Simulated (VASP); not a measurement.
# Ir (I4/mmm) in VASP: further runs

Ir is run at these levels: LDA; tasks: single point.

All numbers are computed with VASP 6.6.1; they aren't measurements. Logs are shortened: lines on timing, memory, paths and dates and some standing lists are left out, and cuts for length are marked.

## Step 1: The cell of the first run

Symmetry: I4/mmm, No. 139, tetragonal system. The conventional cell has a = 3.013 Å, b = 3.013 Å, c = 3.129 Å, α = 90.00°, β = 90.00°, γ = 90.00°. Ir (site symmetry 4/mmm) has 14 Ir at 2.64 to 3.13 Å within 3.5 Å.

## Step 2: Single point, LDA (14.20 Å³/atom)

INCAR

```
PREC = Accurate ; ENCUT = 560
EDIFF = 1E-6 ; ISMEAR = 0
SIGMA = 0.15 ; LREAL = F
LASPH = T ; NELM = 120
ALGO = Normal ; ISIF = 2
LWAVE = F ; LCHARG = F
NBANDS = 14 ; GGA_COMPAT = F
```

KPOINTS

```
Automatic mesh
0
Gamma
  22 22 22
```

POSCAR

```
Ir
1.0
    0.0000000000      2.1306022431      1.5645012271
    2.1306022431      0.0000000000      1.5645012271
    2.1306022431      2.1306022431      0.0000000000
Ir
1
Direct
    0.0000000000      0.0000000000      0.0000000000
```

Potentials or basis: VASP PAW LDA potentials, release 64 (Ir_sv_GW).

Run with:

```
cat potpaw_LDA.64/Ir_sv_GW/POTCAR > POTCAR
mpirun -np 1 vasp_std > vasp.out
```

OUTCAR:

```text
PREC = Accurate
   ENCUT = 560
   EDIFF = 1E-6
   ISMEAR = 0
   LREAL = F
   LASPH = T
   NELM = 120
   ISIF = 2

 ion  position               nearest neighbor table
   1  0.000  0.000  0.000-

  LATTYP: Found a body centered tetragonal cell.
 ALAT       =     3.0131265882
 C/A-ratio  =     1.0384570188

  Lattice vectors:

 A1 = (   0.0000000000,  -2.1306022431,  -1.5645012271)
 A2 = (   0.0000000000,   2.1306022431,  -1.5645012271)
 A3 = (   2.1306022431,   0.0000000000,   1.5645012271)

Analysis of symmetry for initial positions (statically):
=====================================================================
 Subroutine PRICEL returns:
 Original cell was already a primitive cell.

 Routine SETGRP: Setting up the symmetry group for a
 body centered tetragonal supercell.

 Subroutine GETGRP returns: Found 16 space group operations
 (whereof 16 operations were pure point group operations)
 out of a pool of 16 trial point group operations.

The static configuration has the point symmetry D_4h.

Analysis of symmetry for dynamics (positions and initial velocities):
=====================================================================
 Subroutine PRICEL returns:
 Original cell was already a primitive cell.

 Routine SETGRP: Setting up the symmetry group for a
 body centered tetragonal supercell.

 Subroutine GETGRP returns: Found 16 space group operations
 (whereof 16 operations were pure point group operations)
 out of a pool of 16 trial point group operations.

The dynamic configuration has the point symmetry D_4h.

 Subroutine INISYM returns: Found 16 space group operations
 (whereof 16 operations are pure point group operations),
 and found     1 'primitive' translations

----------------------------------------------------------------------------------------

                                     Primitive cell

  volume of cell :      14.2040

  direct lattice vectors                    reciprocal lattice vectors
     0.000000000  2.130602243  1.564501227    -0.234675431  0.234675431  0.319590673
     2.130602243  0.000000000  1.564501227     0.234675431 -0.234675431  0.319590673
     2.130602243  2.130602243  0.000000000     0.234675431  0.234675431 -0.319590673

  length of vectors
     2.643317992  2.643317992  3.013126588     0.460742134  0.460742134  0.460742134

  position of ions in fractional coordinates (direct lattice)
     0.000000000  0.000000000  0.000000000

  ion indices of the primitive-cell ions
   primitive index   ion index
                 1           1

----------------------------------------------------------------------------------------

 KPOINTS: Automatic mesh

Automatic generation of k-mesh.
 Grid dimensions read from file:
 generate k-points for:   22   22   22

 Generating k-lattice:

  Cartesian coordinates                     Fractional coordinates (reciprocal lattice)
    -0.010667065  0.010667065  0.014526849     0.045454545  0.000000000  0.000000000
     0.010667065 -0.010667065  0.014526849     0.000000000  0.045454545  0.000000000
     0.010667065  0.010667065 -0.014526849    -0.000000000 -0.000000000  0.045454545

  Length of vectors
     0.020942824  0.020942824  0.020942824

  Shift w.r.t. Gamma in fractional coordinates (k-lattice)
     0.000000000  0.000000000  0.000000000

 Subroutine IBZKPT returns following result:
 ===========================================

 Found    834 irreducible k-points:

 Following reciprocal coordinates:
            Coordinates               Weight
  0.000000  0.000000  0.000000      1.000000
  0.045455 -0.000000  0.000000      8.000000
  0.090909 -0.000000  0.000000      8.000000
  0.136364 -0.000000  0.000000      8.000000
  0.181818 -0.000000  0.000000      8.000000
  0.227273 -0.000000  0.000000      8.000000
[... 16 lines left out ...]
  0.500000  0.045455  0.000000      8.000000
 -0.454545  0.045455  0.000000      8.000000
 [... further k-points ...]
   k-points           NKPTS =    834   k-points in BZ     NKDIM =    834   number of bands    NBANDS=     14
   number of dos      NEDOS =    301   number of ions     NIONS =      1
   total plane-waves  NPLWV =   9600
   dimension x,y,z NGX =    20 NGY =   20 NGZ =   24
   dimension x,y,z NGXF=    40 NGYF=   40 NGZF=   48
   ions per type =               1
   NGX,Y,Z   is equivalent  to a cutoff of  12.58, 12.58, 13.24 a.u.
   NGXF,Y,Z  is equivalent  to a cutoff of  25.16, 25.16, 26.48 a.u.
 SYSTEM =  unknown system
   PREC   = accura    normal or accurate (medium, high low for compatibility)
   ISTART =      0    job   : 0-new  1-cont  2-samecut
   ICHARG =      2    charge: 1-file 2-atom 10-const
   ISPIN  =      1    spin polarized calculation?
   LNONCOLLINEAR =      F non collinear calculations
   LSORBIT =      F    spin-orbit coupling
   LASPH  =      T    aspherical Exc in radial PAW
   ENCUT  =  560.0 eV  41.16 Ry    6.42 a.u.   5.10  5.10  5.81*2*pi/ulx,y,z
   NELM   =    120;   NELMIN=  2; NELMDL= -5     # of ELM steps
   EDIFF  = 0.1E-05   stopping-criterion for ELM
   LREAL  =      F    real-space projection
[... 7 lines left out ...]
   TEBEG  =    0.0;   TEEND  =   0.0 temperature during run
   PSTRESS=    0.0 pullay stress
   NELECT =      17.0000    total number of electrons
   NUPDOWN=      -1.0000    fix difference up-down
   EMIN   =  10.00;   EMAX   =-10.00  energy-range for DOS
   EFERMI =   0.00;   METHOD = LEGACY
   ISMEAR =     0;   SIGMA  =   0.15  broadening in eV -4-tet -1-fermi 0-gaus
   EFERMI_NEDOS =   21; number of points for ismear=-14 and -15
   IALGO  =     38    algorithm
   IMIX   =      4    mixing-type and parameters
     AMIX     =   0.40;   BMIX     =  1.00
     AMIX_MAG =   1.60;   BMIX_MAG =  1.00
  volume/ion in A,a.u.               =      14.20        95.85
  Fermi-wavevector in a.u.,A,eV,Ry     =   1.738151  3.284630 41.105514  3.021170
  Thomas-Fermi vector in A             =   2.811238
   LORBIT       =      0    0 simple, 1 ext, 2 COOP (PROOUT), +10 PAW based schemes
   GGA     = CA    functional components
   LHFCALC =     F    Hartree Fock is set to
   AEXX    =    0.0000 exact exchange contribution
   IVDW    =     0    specifies the selected vdW correction
   LEPSILON=     F    determine dielectric tensor
   LRPA    =     F    only Hartree local field effects (RPA)
 non-spin polarized calculation
 Gauss-broadening in eV      SIGMA  =   0.15
  energy-cutoff  :      560.00
  volume of cell :       14.20
 maximum number of plane-waves:       440
   NGX = 11   NGY = 11   NGZ = 11

 number of electron      17.0000000 magnetization

 Free energy of the ion-electron system (eV)
  ---------------------------------------------------
  ext. energy  EPLUGINS =         0.00000000
  ---------------------------------------------------
  free energy    TOTEN  =       -10.26123238 eV

  energy without entropy =      -10.23710810  energy(sigma->0) =      -10.24917024

 E-fermi :  12.3328     XC(G=0): -14.7452

 val. band max:       12.3323899912   @ k =   0.1818   0.1364   0.0455
 cond. band min:      12.3338523023   @ k =  -0.3182   0.2273   0.0455
 fundamental gap:      0.0014623111
 Fermi energy:        12.3328220690

 k-point     1 :       0.0000    0.0000    0.0000
  band No.  band energies     occupation
      1     -79.7640      2.00000
      2     -36.4818      2.00000
      3     -36.4818      2.00000
      4     -36.3701      2.00000
      5       1.5403      2.00000
      6       8.4847      2.00000
      7       8.4847      2.00000
      8       8.8559      2.00000
      9      11.4232      2.00000
     10      12.0764      1.98440
     11      28.0384      0.00000
     12      28.8331      0.00000
     13      28.8331      0.00000
     14      40.2526      0.00000

 k-point     2 :       0.0455   -0.0000    0.0000
  band No.  band energies     occupation
      1     -79.7625      2.00000
      2     -36.4911      2.00000
      3     -36.4873      2.00000
      4     -36.3775      2.00000
      5       1.6373      2.00000
      6       8.4845      2.00000
      7       8.4988      2.00000
      8       8.8826      2.00000
      9      11.3779      2.00000
     10      12.0548      1.99124
     11      28.1638      0.00000
     12      28.9297      0.00000
     13      28.9848      0.00000
     14      38.7404      0.00000

 k-point     3 :       0.0909   -0.0000    0.0000
  band No.  band energies     occupation
      1     -79.7581      2.00000
      2     -36.5251      2.00000
      3     -36.5031      2.00000
      4     -36.3930      2.00000
      5       1.9216      2.00000
      6       8.4499      2.00000
      7       8.4778      2.00000
      8       9.0577      2.00000
      9      11.2541      2.00000
     10      12.0099      1.99767
     11      28.4670      0.00000
     12      29.1925      0.00000
     13      29.4327      0.00000
     14      37.1529      0.00000
[... 324 lines left out ...]
 k-point    23 :       0.5000    0.0455    0.0000
  band No.  band energies     occupation
      1     -79.6909      2.00000
      2     -37.2367      2.00000
      3     -36.7534      2.00000
      4     -36.4273      2.00000
      5       4.6766      2.00000
      6       6.9443      2.00000
      7      11.0458      2.00000
      8      11.3246      2.00000
      9      13.3747      0.00000
     10      14.6169      0.00000
     11      20.4773      0.00000
     12      25.3591      0.00000
     13      29.2807      0.00000
     14      35.4854      0.00000

 k-point    24 :      -0.4545    0.0455    0.0000
  band No.  band energies     occupation
      1     -79.6924      2.00000
      2     -37.2230      2.00000
      3     -36.7480      2.00000
      4     -36.4277      2.00000
      5       4.6905      2.00000
      6       6.9717      2.00000
      7      10.7439      2.00000
      8      11.5201      2.00000
      9      13.1229      0.00000
     10      14.4135      0.00000
     11      20.9153      0.00000
     12      25.4614      0.00000
     13      29.6105      0.00000
     14      35.5696      0.00000

 [... further k-points ...]
[... 5 lines left out ...]
  --------------------------------------------------------------------------------------
  -------------------------------------------------------------------------------------
  Total       -0.5480832     -0.5480832      1.6194823      0.0000000      0.0000000      0.0000000
  in kB      -61.8224773    -61.8224773    182.6737372      0.0000000      0.0000000      0.0000000
  external PRESSURE =      19.6762608 kB  Pullay stress =       0.0000000 kB

 VOLUME and BASIS-vectors are now :
 -----------------------------------------------------------------------------
  energy-cutoff  :      560.00
  volume of cell :       14.20
      direct lattice vectors                 reciprocal lattice vectors
     0.000000000  2.130602243  1.564501227    -0.234675431  0.234675431  0.319590673
     2.130602243  0.000000000  1.564501227     0.234675431 -0.234675431  0.319590673
     2.130602243  2.130602243  0.000000000     0.234675431  0.234675431 -0.319590673

 POSITION                                       TOTAL-FORCE (eV/Angst)
 -----------------------------------------------------------------------------------
      0.00000      0.00000      0.00000         0.000000      0.000000      0.000000
 -----------------------------------------------------------------------------------
    total drift:                                0.000000     -0.000000     -0.000000

  FREE ENERGIE OF THE ION-ELECTRON SYSTEM (eV)
  ---------------------------------------------------
  free  energy   TOTEN  =       -10.2612323785 eV

  energy  without entropy=      -10.2371081046  energy(sigma->0) =      -10.24917024
```

Wall time 1.7 min (1 thread of Intel Xeon Platinum 8259CL at 2.50GHz (Skylake/Cascade Lake), shared host); peak memory 0.29 GiB.

Results:

- Free energy: -10.2612 eV
- Pressure: 2.0 GPa
- Band gap on the k mesh: zero (an odd number of electrons rules out a gap without spin polarisation)

Levels at points of the mesh, in eV from the Fermi level:
| k point | band 5 | band 6 | band 7 | band 8 | band 9 | band 10 | band 11 | band 12 |
| --- | --- | --- | --- | --- | --- | --- | --- | --- |
| (0.00, 0.00, 0.00) | -10.79 | -3.85 | -3.85 | -3.48 | -0.91 | -0.26 | 15.71 | 16.50 |
| (0.50, 0.00, 0.00) | -7.74 | -5.48 | -1.00 | -0.13 | -0.02 | 2.30 | 8.16 | 12.78 |
| (0.50, 0.50, 0.00) | -7.31 | -7.27 | 1.49 | 1.67 | 1.67 | 7.19 | 8.33 | 8.33 |
| (0.50, 0.00, 0.50) | -7.69 | -5.90 | -0.35 | 0.08 | 0.12 | 2.43 | 8.51 | 12.46 |

Caveat: the stress differs along the axes, from -6 to 18 GPa; spin-orbit coupling is left out, which moves the levels of the heavy elements.

## Step 3: Single point, LDA (13.84 Å³/atom)

This run uses another cell than the first one, of 13.84 Å³/atom.

INCAR

```
PREC = Accurate
ENCUT = 560
EDIFF = 1E-6
ISMEAR = 0
SIGMA = 0.15
LREAL = F
LASPH = T
NELM = 120
ALGO = Normal
ISIF = 2
LWAVE = F
LCHARG = F
GGA = CA
NBANDS = 14
GGA_COMPAT = F
```

KPOINTS

```
regular mesh
0
Gamma
  22 22 22
```

POSCAR

```
Ir
1.0
    0.0000000000      2.1120119204      1.5508503532
    2.1120119204      0.0000000000      1.5508503532
    2.1120119204      2.1120119204      0.0000000000
Ir
1
Direct
    0.0000000000      0.0000000000      0.0000000000
```

Potentials or basis: VASP PAW LDA potentials, release 64 (Ir_sv_GW).

Run with:

```
cat potpaw_LDA.64/Ir_sv_GW/POTCAR > POTCAR
mpirun -np 1 vasp_std > vasp.out
```

Wall time 2 min (1 thread of Intel Xeon 6975P-C (Granite Rapids), shared host); peak memory 0.29 GiB.

It converged, with:

* Free energy: -10.2408 eV
* Pressure: 12.5 GPa
* Band gap on the k mesh: zero (an odd number of electrons rules out a gap without spin polarisation)

Stress tensor (GPa, compression positive):
```
 3.73  0.00  0.00
 0.00  3.73  0.00
 0.00  0.00 30.09
```

Levels at points of the mesh, in eV from the Fermi level:
```tsv
k point	band 6	band 7	band 8	band 9	band 10	band 11
(0.00, 0.00, 0.00)	-4.00	-4.00	-3.62	-0.96	-0.28	15.67
(0.50, 0.00, 0.00)	-5.70	-1.04	-0.18	-0.02	2.41	8.48
(0.50, 0.50, 0.00)	-7.57	1.55	1.75	1.75	7.28	8.44
(0.50, 0.00, 0.50)	-6.14	-0.36	0.08	0.08	2.54	8.83
```

Caveat: the stress differs along the axes, from 4 to 30 GPa; spin-orbit coupling is left out, which moves the levels of the heavy elements.

## Step 4: Single point, LDA (13.84 Å³/atom)

This run uses another cell than the first one, of 13.84 Å³/atom.

INCAR

```
SYSTEM = Ir
PREC = Accurate ; ENCUT = 560
EDIFF = 1E-6 ; ISMEAR = 0
SIGMA = 0.15 ; LREAL = .False.
LASPH = .True. ; NELM = 120
ALGO = Normal ; ISIF = 2
LWAVE = .False. ; LCHARG = .False.
NBANDS = 14 ; GGA_COMPAT = .False.
```

KPOINTS

```
regular mesh
0
Gamma
  22 22 22
  0 0 0
```

POSCAR

```
Ir
1.0
    0.0000000000      2.1671141334      1.4729874765
    2.1671141334      0.0000000000      1.4729874765
    2.1671141334      2.1671141334      0.0000000000
Ir
1
Direct
    0.0000000000      0.0000000000      0.0000000000
```

Run with:

```
cat potpaw_LDA.64/Ir_sv_GW/POTCAR > POTCAR
mpirun -np 1 vasp_std > vasp.out
```

Wall time 1.8 min (1 thread of Intel Xeon 6975P-C (Granite Rapids), shared host); peak memory 0.29 GiB.

It converged, with:

```
Free energy            : -10.2415 eV
Pressure               : 12.6 GPa
Band gap on the k mesh : zero (an odd number of electrons rules out a gap without spin polarisation)
```

Stress tensor (GPa, compression positive):
```
20.99  0.00  0.00
 0.00 20.99  0.00
 0.00  0.00 -4.29
```

Levels at points of the mesh, in eV from the Fermi level:
```csv
k point,band 6,band 7,band 8,band 9,band 10,band 11
"(0.00, 0.00, 0.00)",-4.14,-3.71,-3.71,-0.98,-0.22,15.93
"(0.50, 0.00, 0.00)",-5.99,-0.62,0.02,0.14,2.51,8.73
"(0.50, 0.50, 0.00)",-7.54,1.63,1.63,1.84,7.66,7.66
"(0.50, 0.00, 0.50)",-5.51,-1.20,-0.26,-0.13,2.39,8.37
```

Caveat: the stress differs along the axes, from -4 to 21 GPa; spin-orbit coupling is left out, which moves the levels of the heavy elements.

## Step 5: Summary

| cell | gap on the mesh (eV) | pressure (GPa) |
| --- | --- | --- |
| a = 2.643, b = 2.643, c = 3.013 Å, angles 55.3, 55.3, 69.5°, 1 atom | none | 2.0 |
| a = 2.620, b = 2.620, c = 2.987 Å, angles 55.3, 55.3, 69.5°, 1 atom | none | 12.5 |
| a = 2.620, b = 2.620, c = 3.065 Å, angles 54.2, 54.2, 71.6°, 1 atom | none | 12.6 |

Alike in all rows: task single point; level LDA; potentials or basis VASP PAW LDA potentials, release 64 (Ir_sv_GW); no spin polarisation; k mesh 22 × 22 × 22; cutoff (eV) 560; smearing gaussian 0.15 eV.

Caveats: spin-orbit coupling is left out, which moves the levels of the heavy elements; the stress differs along the axes, from -6 to 18 GPa (at least some runs); the stress differs along the axes, from 4 to 30 GPa (at least some runs); the stress differs along the axes, from -4 to 21 GPa (at least some runs).

Total energies depend on the potentials used, so only differences within one code and one set of settings carry meaning.
